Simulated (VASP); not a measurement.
Si (a cell with a defect), 17 atoms in the cell. The cell holds a defect, 17 atoms: a = 7.679 Å, b = 7.679 Å, c = 7.679 Å, α = 60.00°, β = 60.00°, γ = 60.00°. 

* Program: VASP 6.6.1
* Task: relaxation of the atoms
* Functional: LDA
* Potentials or basis: VASP PAW LDA potentials, release 64 (Si)
* Cutoff: 450 eV
* k mesh: 2 × 2 × 2
* Occupations: fermi-dirac, width 0.02 eV
* Spin: no spin polarisation
* Dipole correction: no
* Further INCAR settings: ALGO = Normal; EDIFF = 1e-07; IBRION = 2; EDIFFG = -0.03; NSW = 80

Potentials or basis: VASP PAW LDA potentials, release 64 (Si).

The run is started by

```sh
$ cat potpaw_LDA.64/Si/POTCAR > POTCAR
$ mpirun -np 1 vasp_std > vasp.out
```

Hardware: 1 thread of Intel(R) Xeon(R) 6975P-C (Granite Rapids) (shared host).

**Question.** Estimate the wall time of this run.

**Answer.** Run time: 6.4 min on 1 thread of Intel(R) Xeon(R) 6975P-C (Granite Rapids), on a shared host, peak memory 0.34 GiB. Counts: scf iterations 51, k points 8, ion steps 7.
